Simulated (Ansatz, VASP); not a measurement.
## MgHgSe2 in VASP and in Ansatz

```
Mg Se Hg
1.0
     4.27028    0.00000    0.00000
     0.00000    4.27028    0.00000
     0.00000    0.00000    5.92498
Mg Se Hg
1 2 1
Direct
  0.00000 0.00000 0.00000
  0.00000 0.50000 0.23548
  0.50000 0.00000 0.76452
  0.50000 0.50000 0.50000
```

Alike in both runs: task single point; functional r2SCAN; k mesh 6 × 6 × 4; no spin polarisation.

|  | VASP | Ansatz |
| --- | --- | --- |
| version | VASP 6.6.1 | Ansatz 0.2.0 |
| potentials or method | VASP PAW PBE potentials, release 64 (Mg, Se, Hg) | plane waves, PAW |
| plane-wave cutoff (eV) | 520 | 500 |
| occupations | gaussian, width 0.01 eV | fixed |
| valence electrons in the cell | 26 | 62 |

```csv
,VASP,Ansatz,Ansatz less VASP
gap on the k mesh at the Fermi level (eV),1.10,1.10,+0.007
pressure (GPa),1.6,1.6,-0.03
rms of the force components (eV/Å),0.036,0.014,-0.0217
```

VASP's potentials were made for PBE, not for r2SCAN. VASP's potentials hold 26 valence electrons a cell and Ansatz's 62, so a difference there can come from the potentials and not from the codes.

Spin-orbit coupling is off throughout.
